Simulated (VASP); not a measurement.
Wanted: the native input for a VASP 6.6.1 run.

```
Task                   : single point
Functional             : PBEsol
Potentials or basis    : VASP PAW PBE potentials, release 64 (Te)
Cutoff                 : 520 eV
k mesh                 : 15 × 15 × 15
Occupations            : methfessel-paxton, width 0.025 eV
Spin                   : no spin polarisation
Dipole correction      : no
Further INCAR settings : ALGO = Normal; EDIFF = 1e-06; NBANDS = 9
```

The structure of Te lies in POSCAR:

```
Te
1.0
   -1.7915385810      1.7915385810      1.7915385810
    1.7915385810     -1.7915385810      1.7915385810
    1.7915385810      1.7915385810     -1.7915385810
Te
1
Direct
    0.0000000000      0.0000000000      0.0000000000
```

One way to write it, as run:

INCAR

```
PREC = Accurate
ENCUT = 520
EDIFF = 1E-6
ISMEAR = 1
SIGMA = 0.025
LREAL = False
LASPH = True
NELM = 80
ALGO = Normal
ISIF = 2
LWAVE = False
LCHARG = False
GGA = PS
NBANDS = 9
```

KPOINTS

```
Automatic mesh
0
Gamma
  15 15 15
```

Potentials or basis: VASP PAW PBE potentials, release 64 (Te).

Command:

```sh
$ cat potpaw_PBE.64/Te/POTCAR > POTCAR
$ mpirun -np 1 vasp_std > vasp.out
```

Results of the run:

The pressure is 15.3 GPa. The band gap on the k mesh is zero (band 3 reaches 15.25 eV, above the bottom of band 4 at 7.24 eV).

Caveat: the PAW data sets were made with another functional, which shifts forces and pressure a little; spin-orbit coupling is left out, which moves the levels of the heavy elements.

It took 14 s on 1 thread of Intel(R) Xeon(R) Platinum 8488C (Sapphire Rapids), with other jobs on the host, peak memory 0.15 GiB.
